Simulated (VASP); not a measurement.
Here is a VASP 6.6.1 calculation.

File INCAR:

```
ALGO     = Normal         # electronic algorithm
EDIFF    = 1E-6           # SCF threshold, eV
ENCUT    = 520            # plane-wave cutoff, eV
GGA      = PE             # functional
ISIF     = 2              # what is computed and relaxed
ISMEAR   = 0              # smearing method
IVDW     = 12             # dispersion correction
LASPH    = True           # aspherical terms in the spheres
LCHARG   = True           # write CHGCAR
LELF     = True           # ELF
LREAL    = False          # projectors in reciprocal space
LVHAR    = True         
LWAVE    = False          # write WAVECAR
NBANDS   = 11             # bands
NELM     = 80             # most SCF steps
PREC     = Accurate       # precision mode
SIGMA    = 0.05           # smearing width, eV
```

Contents of KPOINTS:

```
k-points
0
Gamma
  15 15 15
```

File POSCAR:

```
C
1.0
    1.2427105179      0.7174792520      3.3888323960
   -1.2427105179      0.7174792520      3.3888323960
    0.0000000000     -1.4349585041      3.3888323960
C
2
Direct
    0.1647112226      0.1647112226      0.1647112226
    0.8352887774      0.8352887774      0.8352887774
```

Potentials or basis: VASP PAW PBE potentials, release 64 (C).

The run is started by

```sh
$ cat potpaw_PBE.64/C/POTCAR > POTCAR
$ mpirun -np 1 vasp_std > vasp.out
```

Question: Predict the band gap on the k mesh.

Answer: 0.69 eV, direct.

Question: Estimate the dispersion energy per atom.

Answer: -0.154 eV.

Question: What does it give for the pressure?

Answer: -6.6 GPa.

Question: What does it give for the largest force?

Answer: 0.637 eV/Å.

Forces on the atoms (eV/Å):
```
C    0.000  0.000  0.637
C    0.000  0.000 -0.637
```

A k mesh can miss the band edges. PBE gaps usually lie below the measured ones, often by a third to a half.
